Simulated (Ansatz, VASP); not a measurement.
## Si: VASP beside Ansatz

File INCAR:

```
SYSTEM = Si
PREC = Accurate
ENCUT = 520
EDIFF = 1E-7
ISMEAR = -1
SIGMA = 0.08
LREAL = .False.
LASPH = .True.
NELM = 100
ALGO = Normal
ISIF = 2
LWAVE = .False.
LCHARG = .False.
GGA = PE
NBANDS = 11
```

KPOINTS

```
Automatic mesh
0
Gamma
  12 12 12
  0 0 0
```

File POSCAR:

```
Si
1.0
    0.0000000000      2.7154700000      2.7154700000
    2.7154700000      0.0000000000      2.7154700000
    2.7154700000      2.7154700000      0.0000000000
Si
2
Direct
    0.5000000000      0.5000000000      0.5000000000
    0.7553154702      0.7553154702      0.7553154702
```

Input for Ansatz:

```yaml
crystal:
  lattice:
    - [0.0, 2.71547, 2.71547]
    - [2.71547, 0.0, 2.71547]
    - [2.71547, 2.71547, 0.0]
  atoms:
    - { symbol: Si, position: [0.5, 0.5, 0.5] }
    - { symbol: Si, position: [0.7553154702, 0.7553154702, 0.7553154702] }
kpoints:
  mp_grid: { grid: [12, 12, 12] }
scf:
  occupations: { method: fermi_dirac, width: 0.08 }
hamiltonian:
  xc: pbe
  pseudopotentials: { kind: all_electron, lapw: { basis_error: 0.00025 } }
output:
  forces: true
  stress: true
  eigenvalues: true
```

Alike in both runs: task single point; functional PBE; k mesh 12 × 12 × 12; occupations fermi-dirac, width 0.08 eV; no spin polarisation.

```csv
,VASP,Ansatz
version,VASP 6.6.1,Ansatz 0.2.0
potentials or method,"VASP PAW PBE potentials, release 64 (Si), cutoff 520 eV","all-electron LAPW, scalar-relativistic"
```

|  | VASP | Ansatz | Ansatz less VASP |
| --- | --- | --- | --- |
| pressure (GPa) | 2.0 | 2.0 | +0.05 |
| traceless stress, the component that is largest in VASP (GPa) | -1.08 | -1.09 | -0.006 |
| rms of the force components (eV/Å) | 0.360 | 0.361 | +0.0006 |

Atom by atom the forces differ by 0.001 eV/Å (rms over components). Ansatz ran all-electron here, and VASP with PAW potentials.
